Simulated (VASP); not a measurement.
A run of VASP 6.6.1 is set up as follows.

File POSCAR:

```
GaSb
1.0
    0.0000000000      3.0658788003      3.0658788003
    3.0658788003      0.0000000000      3.0658788003
    3.0658788003      3.0658788003      0.0000000000
Ga Sb
1 1
Direct
    0.0000000000      0.0000000000      0.0000000000
    0.2500000000      0.2500000000      0.2500000000
```

Contents of INCAR.step1:

```
PREC = Accurate
ENCUT = 400
EDIFF = 1E-5
ISMEAR = -1
SIGMA = 0.02
LREAL = False
LASPH = True
NELM = 120
ALGO = Normal
ISIF = 2
LWAVE = True
LCHARG = False
NBANDS = 21
GGA = PE
GGA_COMPAT = False
```

The input INCAR.step2:

```
PREC = Accurate
ENCUT = 400
EDIFF = 1E-6
ISMEAR = -1
SIGMA = 0.02
LREAL = False
LASPH = True
NELM = 120
ALGO = Normal
ISIF = 2
LWAVE = False
LCHARG = False
GGA = PE
LHFCALC = True
AEXX = 0.5
HFSCREEN = 0.3
PRECFOCK = Normal
NBANDS = 21
ISTART = 1
GGA_COMPAT = False
```

File KPOINTS:

```
Automatic mesh
0
Gamma
  4 4 4
```

Potentials or basis: VASP PAW PBE potentials, release 64 (Ga_d, Sb_d_GW).

Launch:

```bash
$ cat potpaw_PBE.64/Ga_d/POTCAR potpaw_PBE.64/Sb_d_GW/POTCAR > POTCAR
$ cp INCAR.step1 INCAR
$ mpirun -np 1 vasp_std > vasp.out
$ cp INCAR.step2 INCAR
$ mpirun -np 1 vasp_std > vasp.out
```

Question: Predict the band gap on the k mesh.

Answer: 1.42 eV.

Question: What does it give for the pressure?

Answer: -1.0 GPa.

Caveat: the k points lie up to 0.44 Å⁻¹ apart; the PAW data sets were made with another functional, which shifts forces and pressure a little; spin-orbit coupling is left out, which moves the levels of the heavy elements. A k mesh can miss the band edges.
